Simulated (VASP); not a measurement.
# BaTe in VASP: settings compared

Aim: see how the results for BaTe move with the level of theory and the settings. Levels: PBE, r2SCAN. Tasks: single point, relaxation of shape and atoms at fixed volume.

Everything below comes from runs of VASP 6.6.1. Logs are shortened: lines on timing, memory, paths and dates and some standing lists are left out, and cuts for length are marked.

## (1) The cell of the first run

The structure is hexagonal, space group P-6m2 (No. 187). The conventional cell has a = 4.807 Å, b = 4.807 Å, c = 4.409 Å, α = 90.00°, β = 90.00°, γ = 120.00°. Ba (site symmetry -6m2) has 6 Te at 3.54 Å and 2 Ba at 4.41 Å within 4.7 Å. Te (site symmetry -6m2) has 6 Ba at 3.54 Å and 2 Te at 4.41 Å within 4.7 Å.

## (2) Single point, PBE

INCAR

```
SYSTEM = BaTe
PREC = Accurate
ENCUT = 520
EDIFF = 1E-6
ISMEAR = 0
SIGMA = 0.1
LREAL = .False.
LASPH = .True.
NELM = 100
ALGO = Normal
ISIF = 2
LWAVE = .False.
LCHARG = .True.
GGA = PE
LELF = .True.
LVHAR = .True.
NBANDS = 24
```

KPOINTS

```
regular mesh
0
Gamma
  4 4 2
  0 0 0
```

POSCAR

```
BaTe
1.0
    0.0000000000      0.0000000000      4.4090897940
    4.8067901086      0.0000000000      0.0000000000
   -0.0000000001      8.3256046894      0.0000000000
Ba Te
2 2
Direct
    0.5000000000      0.0000000000      0.3333333333
    0.5000000000      0.5000000000      0.8333333333
    0.0000000000      0.5000000000      0.5000000000
    0.0000000000      0.0000000000      1.0000000000
```

Potentials or basis: VASP PAW PBE potentials, release 64 (Ba_sv, Te).

Launch:

```
$ cat potpaw_PBE.64/Ba_sv/POTCAR potpaw_PBE.64/Te/POTCAR > POTCAR
$ mpirun -np 1 vasp_std > vasp.out
```

OUTCAR:

```text
SYSTEM = BaTe
   PREC = Accurate
   ENCUT = 520
   EDIFF = 1E-6
   ISMEAR = 0
   LREAL = .False.
   LASPH = .True.
   NELM = 100
   ISIF = 2
   GGA = PE

 ion  position               nearest neighbor table
   1  0.500  0.000  0.333-   4 3.54   4 3.54   3 3.54   3 3.54   3 3.54   3 3.54
   2  0.500  0.500  0.833-   3 3.54   3 3.54   4 3.54   4 3.54   4 3.54   4 3.54
   3  0.000  0.500  0.500-   2 3.54   2 3.54   1 3.54   1 3.54   1 3.54   1 3.54
   4  0.000  0.000  0.000-   1 3.54   1 3.54   2 3.54   2 3.54   2 3.54   2 3.54

  LATTYP: Found a simple orthorhombic cell.
 ALAT       =     4.4090897940
 B/A-ratio  =     1.0902000942
 C/A-ratio  =     1.8882819535

  Lattice vectors:

 A1 = (   0.0000000000,   0.0000000000,   4.4090897940)
 A2 = (   4.8067901086,   0.0000000000,   0.0000000000)
 A3 = (  -0.0000000001,   8.3256046894,   0.0000000000)

Analysis of symmetry for initial positions (statically):
=====================================================================
 Subroutine PRICEL returns following result:

  LATTYP: Found a hexagonal cell.
 ALAT       =     4.8067901086
 C/A-ratio  =     0.9172628083

  Lattice vectors:

 A1 = (  -4.8067901086,   0.0000000000,   0.0000000000)
 A2 = (   2.4033950544,  -4.1628023447,   0.0000000000)
 A3 = (   0.0000000000,   0.0000000000,   4.4090897940)

   2 primitive cells build up your supercell.

 Routine SETGRP: Setting up the symmetry group for a
 simple orthorhombic supercell.

 Subroutine GETGRP returns: Found  4 space group operations
 (whereof  4 operations were pure point group operations)
 out of a pool of  8 trial point group operations.

The static configuration has the point symmetry C_2v.

Analysis of symmetry for dynamics (positions and initial velocities):
=====================================================================
 Subroutine PRICEL returns following result:

  LATTYP: Found a hexagonal cell.
 ALAT       =     4.8067901086
 C/A-ratio  =     0.9172628083

  Lattice vectors:

 A1 = (  -4.8067901086,   0.0000000000,   0.0000000000)
 A2 = (   2.4033950544,  -4.1628023447,   0.0000000000)
 A3 = (   0.0000000000,   0.0000000000,   4.4090897940)

   2 primitive cells build up your supercell.

 Routine SETGRP: Setting up the symmetry group for a
 simple orthorhombic supercell.

 Subroutine GETGRP returns: Found  4 space group operations
 (whereof  4 operations were pure point group operations)
[... 92 lines left out ...]
   LASPH  =      T    aspherical Exc in radial PAW
   ENCUT  =  520.0 eV  38.22 Ry    6.18 a.u.   8.20  8.94 15.48*2*pi/ulx,y,z
   NELM   =    100;   NELMIN=  2; NELMDL= -5     # of ELM steps
   EDIFF  = 0.1E-05   stopping-criterion for ELM
   LREAL  =      F    real-space projection
   EDIFFG = 0.1E-04   stopping-criterion for IOM
   NSW    =      0    number of steps for IOM
   IBRION =     -1    ionic relax: 0-MD 1-quasi-New 2-CG
   NFREE  =      0    steps in history (QN), initial steepest desc. (CG)
   ISIF   =      2    stress and relaxation
   ISYM   =      2    0-nonsym 1-usesym 2-fastsym
   POTIM  = 0.5000    time-step for ionic-motion
   TEBEG  =    0.0;   TEEND  =   0.0 temperature during run
   PSTRESS=    0.0 pullay stress
   NELECT =      32.0000    total number of electrons
   NUPDOWN=      -1.0000    fix difference up-down
   EMIN   =  10.00;   EMAX   =-10.00  energy-range for DOS
   EFERMI =   0.00;   METHOD = LEGACY
   ISMEAR =     0;   SIGMA  =   0.10  broadening in eV -4-tet -1-fermi 0-gaus
   EFERMI_NEDOS =   21; number of points for ismear=-14 and -15
   IALGO  =     38    algorithm
   IMIX   =      4    mixing-type and parameters
     AMIX     =   0.40;   BMIX     =  1.00
     AMIX_MAG =   1.60;   BMIX_MAG =  1.00
  volume/ion in A,a.u.               =      44.11       297.68
  Fermi-wavevector in a.u.,A,eV,Ry     =   0.926655  1.751125 11.683186  0.858690
  Thomas-Fermi vector in A             =   2.052641
   LORBIT       =      0    0 simple, 1 ext, 2 COOP (PROOUT), +10 PAW based schemes
   GGA     = PE    functional components
   LHFCALC =     F    Hartree Fock is set to
   AEXX    =    0.0000 exact exchange contribution
   IVDW    =     0    specifies the selected vdW correction
   LEPSILON=     F    determine dielectric tensor
   LRPA    =     F    only Hartree local field effects (RPA)
 non-spin polarized calculation
 Gauss-broadening in eV      SIGMA  =   0.10
  energy-cutoff  :      520.00
  volume of cell :      176.45
 maximum number of plane-waves:      4782
 NGX is ok and might be reduce to    36

 number of electron      31.9999998 magnetization

 Free energy of the ion-electron system (eV)
  ---------------------------------------------------
  ext. energy  EPLUGINS =         0.00000000
  ---------------------------------------------------
  free energy    TOTEN  =       -16.76248675 eV

  energy without entropy =      -16.76248675  energy(sigma->0) =      -16.76248675

 E-fermi :   2.8772     XC(G=0):  -8.0892

 val. band max:        2.4410580753   @ k =   0.0000   0.0000   0.0000
 cond. band min:       3.9046020100   @ k =   0.0000   0.0000   0.0000
 fundamental gap:      1.4635439347
 Fermi energy:         2.8772119433

 k-point     1 :       0.0000    0.0000    0.0000
  band No.  band energies     occupation
      1     -25.0670      2.00000
      2     -25.0547      2.00000
      3     -10.5614      2.00000
      4     -10.2776      2.00000
      5     -10.2236      2.00000
      6     -10.2234      2.00000
[... 475 lines left out ...]
     23       8.1511      0.00000
     24       8.1513      0.00000

------------------------ aborting loop because EDIFF is reached ----------------------------------------

  FORCE on cell =-STRESS in cart. coord.  units (eV):
  Direction    XX          YY          ZZ          XY          YZ          ZX
  --------------------------------------------------------------------------------------
  -------------------------------------------------------------------------------------
  Total        0.3676334      0.3435000      0.5662704     -0.0000000      0.0000000     -0.0000000
  in kB        3.3381486      3.1190144      5.1417929     -0.0000000      0.0000000     -0.0000000
  external PRESSURE =       3.8663186 kB  Pullay stress =       0.0000000 kB

 VOLUME and BASIS-vectors are now :
 -----------------------------------------------------------------------------
  energy-cutoff  :      520.00
  volume of cell :      176.45
      direct lattice vectors                 reciprocal lattice vectors
     0.000000000  0.000000000  4.409089794     0.000000000  0.000000000  0.226804181
     4.806790109  0.000000000  0.000000000     0.208039040  0.000000000  0.000000000
    -0.000000000  8.325604689  0.000000000     0.000000000  0.120111396  0.000000000

 POSITION                                       TOTAL-FORCE (eV/Angst)
 -----------------------------------------------------------------------------------
     -0.00000      2.77520      2.20454        -0.000000      0.002689     -0.000000
      2.40340      6.93800      2.20454        -0.000000      0.002689     -0.000000
      2.40340      4.16280      0.00000         0.000000     -0.002689      0.000000
      0.00000      0.00000      0.00000         0.000000     -0.002689      0.000000
 -----------------------------------------------------------------------------------
    total drift:                                0.000000      0.000086      0.000000

  FREE ENERGIE OF THE ION-ELECTRON SYSTEM (eV)
  ---------------------------------------------------
  free  energy   TOTEN  =       -16.7624867464 eV

  energy  without entropy=      -16.7624867464  energy(sigma->0) =      -16.76248675
```

It took 35 s on 1 thread of Intel Xeon 6975P-C (Granite Rapids), shared host; peak memory 0.29 GiB.

What came out:

- Free energy: -16.7625 eV
- Pressure: 0.4 GPa
- Band gap on the k mesh: 1.46 eV

Forces in eV/Å, atoms in the order of the input:
```
Ba   0.000  0.003  0.000
Ba   0.000  0.003  0.000
Te   0.000 -0.003  0.000
Te   0.000 -0.003  0.000
```

Caveat: spin-orbit coupling is left out, which moves the levels of the heavy elements. As with any semilocal functional, this PBE gap is likely too small.

## (3) Single point, PBE

INCAR

```
  PREC = Accurate
  ENCUT = 520
  EDIFF = 1E-6
  ISMEAR = 0
  SIGMA = 0.1
  LREAL = F
  LASPH = T
  NELM = 60
  ALGO = Normal
  ISIF = 2
  LWAVE = F
  LCHARG = F
  GGA = PE
  NBANDS = 24
```

KPOINTS

```
Automatic mesh
0
Gamma
  4 4 2
```

POSCAR

```
BaTe
1.0
   -0.0054003498      0.0107022877      4.4177486162
    4.8193928193      0.0019615567     -0.0058208484
    0.0037848358      8.2963481577      0.0204195625
Ba Te
2 2
Direct
    0.5000502235      0.0003607660      0.3336884277
    0.5006372688      0.4997924946      0.8336878349
   -0.0007309750      0.5002377522      0.4995472970
    0.0000434825     -0.0003910127      0.9997431072
```

Potentials or basis: VASP PAW PBE potentials, release 64 (Ba_sv, Te).

Launch:

```
$ cat potpaw_PBE.64/Ba_sv/POTCAR potpaw_PBE.64/Te/POTCAR > POTCAR
$ mpirun -np 1 vasp_std > vasp.out
```

Wall time 36 s (1 thread of Intel Xeon 6975P-C (Granite Rapids), shared host); peak memory 0.3 GiB.

The run converged. Its results:

| Property | Result |
| --- | --- |
| Free energy | -16.7628 eV |
| Pressure | 0.3 GPa |
| Largest force | 0.009 eV/Å |
| Band gap on the k mesh | 1.47 eV |

Forces in eV/Å, atoms in the order of the input:
```
Ba   0.000  0.004 -0.005
Ba   0.001  0.003 -0.007
Te  -0.001 -0.001  0.009
Te   0.000 -0.007  0.003
```

Stress tensor (GPa, compression positive):
```
 0.27 -0.01  0.03
-0.01  0.37 -0.07
 0.03 -0.07  0.38
```

Levels at points of the mesh, in eV from the valence-band top:
```csv
k point,band 13,band 14,band 15,band 16,band 17,band 18,band 19,band 20
"(0.00, 0.00, 0.00)",-0.69,-0.55,-0.52,0.00,1.47,1.63,2.41,4.26
"(0.50, 0.00, 0.00)",-1.46,-1.16,-0.49,-0.47,2.54,2.92,2.96,3.79
"(0.00, 0.50, 0.00)",-1.00,-0.99,-0.54,-0.54,2.40,2.40,3.24,3.24
"(0.50, 0.50, 0.00)",-1.79,-1.79,-0.74,-0.74,2.53,2.53,4.13,4.13
"(0.00, 0.00, 0.50)",-0.61,-0.61,-0.30,-0.30,1.82,1.82,3.50,3.50
"(0.50, 0.00, 0.50)",-1.00,-1.00,-0.87,-0.86,2.31,2.31,3.59,3.59
"(0.00, 0.50, 0.50)",-0.56,-0.56,-0.50,-0.49,1.63,1.63,4.28,4.28
"(0.50, 0.50, 0.50)",-1.46,-1.46,-1.13,-1.12,2.51,2.52,4.03,4.04
```

Caveat: spin-orbit coupling is left out, which moves the levels of the heavy elements. As with any semilocal functional, this PBE gap is likely too small.

## (4) Single point, r2SCAN

This run uses another cell than the first one: it holds 2 atoms, not 4.

POSCAR

```
BaTe
1.0
    4.8067901086      0.0000000000      0.0000000000
   -2.4033950543      4.1628023447      0.0000000000
    0.0000000000      0.0000000000      4.4090897940
Ba Te
1 1
Direct
    0.3333333333      0.6666666667      0.5000000000
    0.0000000000      0.0000000000      0.0000000000
```

INCAR.step1

```
PREC = Accurate ; ENCUT = 520
ISMEAR = 0 ; SIGMA = 0.02
LREAL = F ; LASPH = T
NELM = 100 ; NBANDS = 15
GGA = PE ; ALGO = Normal
EDIFF = 1E-4 ; LWAVE = T
LCHARG = F
```

INCAR.step2

```
PREC = Accurate ; ENCUT = 520
EDIFF = 1E-6 ; ISMEAR = 0
SIGMA = 0.02 ; LREAL = F
LASPH = T ; NELM = 100
ALGO = Normal ; ISIF = 2
LWAVE = F ; LCHARG = F
METAGGA = R2SCAN ; LMIXTAU = T
NBANDS = 15 ; ISTART = 1
```

KPOINTS

```
Automatic mesh
0
Gamma
  9 9 6
```

Launch:

```
$ cat potpaw_PBE.64/Ba_sv/POTCAR potpaw_PBE.64/Te/POTCAR > POTCAR
$ cp INCAR.step1 INCAR
$ mpirun -np 1 vasp_std > vasp.out
$ cp INCAR.step2 INCAR
$ mpirun -np 1 vasp_std > vasp.out
```

It took 89 s on 1 thread of Intel Xeon 6975P-C (Granite Rapids), shared host; peak memory 0.25 GiB.

It converged, with:

| Item | Value |
| --- | --- |
| Free energy | -55.7604 eV |
| Pressure | 0.3 GPa |
| Band gap on the k mesh | 1.83 eV, direct |

Stress tensor (GPa, compression positive):
```
0.28 0.00 0.00
0.00 0.28 0.00
0.00 0.00 0.49
```

Levels at points of the mesh, in eV from the valence-band top:
```csv
k point,band 5,band 6,band 7,band 8,band 9,band 10,band 11,band 12
"(0.00, 0.00, 0.00)",-10.04,-0.72,-0.72,0.00,1.83,2.94,4.99,4.99
"(0.00, 0.00, 0.50)",-9.27,-2.62,-0.50,-0.50,3.35,3.35,4.22,4.22
```

Caveat: the PAW data sets were made with another functional, which shifts forces and pressure a little; spin-orbit coupling is left out, which moves the levels of the heavy elements. A k mesh can miss the band edges.

## (5) Relaxation of shape and atoms at fixed volume, PBE (volume scaled by 0.88)

INCAR

```
SYSTEM = BaTe
ALGO = Normal ; EDIFF = 1E-6
EDIFFG = -0.01 ; ENCUT = 600
GGA = PE ; IBRION = 2
ISIF = 4 ; ISMEAR = 0
LASPH = .TRUE. ; LCHARG = .FALSE.
LREAL = .FALSE. ; LWAVE = .FALSE.
NELM = 60 ; NSW = 50
PREC = Accurate ; SIGMA = 0.02
```

KPOINTS

```
k-points
0
G
  9 9 6
  0 0 0
```

POSCAR

```
BaTe
1.0
    4.5802048056      0.0000000000      0.0000000000
   -2.2901024028      3.9665737162      0.0000000000
    0.0000000000      0.0000000000      4.2733861410
Ba Te
1 1
Direct
    0.3333333333      0.6666666667      0.5000000000
    0.0000000000      0.0000000000      0.0000000000
```

Launch:

```
$ cat potpaw_PBE.64/Ba_sv/POTCAR potpaw_PBE.64/Te/POTCAR > POTCAR
$ mpirun -np 1 vasp_std > vasp.out
```

Run time: 45 s. Hardware: 1 thread of Intel Xeon 6975P-C (Granite Rapids), shared host; peak memory 0.26 GiB.

The run converged. Its results:

- Free energy: -8.2306 eV
- Energy gained by relaxing: 0.4 meV/atom
- Ionic steps: 3
- Pressure after relaxing: 5.0 GPa
- Band gap on the k mesh: 1.22 eV, direct

Step by step:
| step | energy change (eV) | largest force (eV/Å) | pressure (GPa) | volume (Å³) |
| --- | --- | --- | --- | --- |
| 1 | 0.0000 | 0.0000 | 5.07 | 77.64 |
| 2 | -0.0007 | 0.0000 | 5.02 | 77.64 |
| 3 | -0.0008 | 0.0000 | 4.99 | 77.64 |

Final structure:
```
Ba Te
1.0
     4.56561    0.00000    0.00000
    -2.28280    3.95393    0.00000
     0.00000    0.00000    4.30076
Ba Te
1 1
Direct
  0.33333 0.66667 0.50000
  0.00000 0.00000 0.00000
```

Levels at points of the mesh, in eV from the valence-band top:
```tsv
k point	band 6	band 7	band 8	band 9	band 10	band 11
(0.00, 0.00, 0.00)	-0.75	-0.75	0.00	1.22	2.88	4.82
(0.00, 0.00, 0.50)	-2.94	-0.51	-0.51	2.95	2.95	3.98
```

Caveat: the cell differs from its parent crystal (volume scaled by 0.88); spin-orbit coupling is left out, which moves the levels of the heavy elements. A k mesh can miss the band edges.

## (6) Summary

```tsv
task	level	cell	k mesh	cutoff (eV)	smearing	gap on the mesh (eV)	pressure (GPa)
single point	PBE	a = 4.409, b = 4.807, c = 8.326 Å, 4 atoms	4 × 4 × 2	520	gaussian 0.1 eV	1.46	0.4
single point	PBE	a = 4.418, b = 4.819, c = 8.296 Å, angles 90.0, 89.7, 90.1°, 4 atoms	4 × 4 × 2	520	gaussian 0.1 eV	1.47	0.3
single point	r2SCAN	a = 4.807, b = 4.807, c = 4.409 Å, angles 90.0, 90.0, 120.0°, 2 atoms	9 × 9 × 6	520	gaussian 0.02 eV	1.83	0.3
relaxation of shape and atoms at fixed volume	PBE	relaxed from a = 4.580, b = 4.580, c = 4.273 Å, angles 90.0, 90.0, 120.0°, 2 atoms	9 × 9 × 6	600	gaussian 0.02 eV	1.22	5.0
```

Alike in all rows: potentials or basis VASP PAW PBE potentials, release 64 (Ba_sv, Te); no spin polarisation.

Caveats: spin-orbit coupling is left out, which moves the levels of the heavy elements; the PAW data sets were made with another functional, which shifts forces and pressure a little (some runs).

Total energies depend on the potentials used, so only differences within one code and one set of settings carry meaning.
